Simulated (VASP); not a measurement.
Input of a VASP 6.6.1 run:

The input INCAR:

```
  PREC = Accurate
  ENCUT = 600
  EDIFF = 1E-6
  ISMEAR = 0
  SIGMA = 0.1
  LREAL = False
  LASPH = True
  NELM = 120
  ALGO = Normal
  ISIF = 2
  LWAVE = False
  LCHARG = True
  GGA = PE
  LELF = True
  LVHAR = True
  NBANDS = 12
  GGA_COMPAT = False
```

The input KPOINTS:

```
Automatic mesh
0
Gamma
  20 20 20
```

Contents of POSCAR:

```
Cu
1.0
    0.0000000000      1.8143713337      1.8143713337
    1.8143713337      0.0000000000      1.8143713337
    1.8143713337      1.8143713337      0.0000000000
Cu
1
Direct
    0.0000000000      0.0000000000      0.0000000000
```

Potentials or basis: VASP PAW PBE potentials, release 64 (Cu).

Launch:

```sh
$ cat potpaw_PBE.64/Cu/POTCAR > POTCAR
$ mpirun -np 1 vasp_std > vasp.out
```

Task: What does it give for the pressure?

Result: 0.8 GPa.
